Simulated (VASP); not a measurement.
A run of VASP 6.6.1 is set up as follows.

File POSCAR:

```
BiB
1.0
    0.0000000000      2.7448744688      2.7448744688
    2.7448744688      0.0000000000      2.7448744688
    2.7448744688      2.7448744688      0.0000000000
B Bi
1 1
Direct
    0.0000000000      0.0000000000      0.0000000000
    0.2500000000      0.2500000000      0.2500000000
```

Contents of INCAR.step1:

```
PREC = Accurate
ENCUT = 520
EDIFF = 1E-5
ISMEAR = 0
SIGMA = 0.01
LREAL = F
LASPH = T
NELM = 80
ALGO = Normal
ISIF = 2
LWAVE = T
NBANDS = 16
GGA = PE
```

File INCAR.step2:

```
PREC = Accurate
ENCUT = 520
EDIFF = 1E-6
ISMEAR = 0
SIGMA = 0.01
LREAL = F
LASPH = T
NELM = 80
ALGO = Normal
ISIF = 2
LWAVE = F
LCHARG = T
GGA = PE
LHFCALC = T
AEXX = 0.4
HFSCREEN = 0.2078
PRECFOCK = Normal
LELF = T
LVHAR = T
NBANDS = 16
ISTART = 1
```

Contents of KPOINTS:

```
Automatic mesh
0
Gamma
  4 4 4
```

Potentials or basis: VASP PAW PBE potentials, release 64 (B, Bi_d).

Run with:

```console
$ cat potpaw_PBE.64/B/POTCAR potpaw_PBE.64/Bi_d/POTCAR > POTCAR
$ cp INCAR.step1 INCAR
$ mpirun -np 1 vasp_std > vasp.out
$ cp INCAR.step2 INCAR
$ mpirun -np 1 vasp_std > vasp.out
```

Estimate the band gap on the k mesh.

1.39 eV, indirect (least direct gap 1.46 eV).

What does it give for the pressure?

-3.6 GPa.

Caveat: the k points lie up to 0.50 Å⁻¹ apart; the PAW data sets were made with another functional, which shifts forces and pressure a little; spin-orbit coupling is left out, which moves the levels of the heavy elements. A k mesh can miss the band edges.
